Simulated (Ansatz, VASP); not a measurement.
**One calculation of CO2, two programs**

```xyz
12
Lattice="5.6200 0.0000 0.0000 0.0000 5.6200 0.0000 0.0000 0.0000 5.6200" Properties=species:S:1:pos:R:3 pbc="T T T"
C     0.0000    0.0000    0.0000
C     2.8100    0.0000    2.8100
C     2.8100    2.8100    0.0000
C     0.0000    2.8100    2.8100
O     0.6746    0.6746    0.6746
O     2.1354    4.9454    3.4846
O     3.4846    2.1354    4.9454
O     4.9454    3.4846    2.1354
O     4.9454    4.9454    4.9454
O     3.4846    0.6746    2.1354
O     2.1354    3.4846    0.6746
O     0.6746    2.1354    3.4846
```

Alike in both runs: functional PBE; k mesh 4 × 4 × 4; occupations fermi-dirac, width 0.02 eV; no spin polarisation.

Ansatz relaxed the structure, and its values are those at the end. VASP's run is a single point on that final structure, the one shown.

```csv
,VASP,Ansatz
version,VASP 6.6.1,Ansatz 0.2.0
potentials or method,"VASP PAW PBE potentials, release 64 (C_h, O_h)","plane-wave PAW, scalar-relativistic"
plane-wave cutoff (eV),1340,420
valence electrons in the cell,64,64
```

VASP gave:

* gap on the k mesh at the Fermi level (eV): 6.79
* pressure (GPa): 1.1

What did Ansatz give for the same quantities?

gap on the k mesh at the Fermi level (eV): 6.79; pressure (GPa): 1.3.

Ansatz's warnings: stress scf threshold loose.
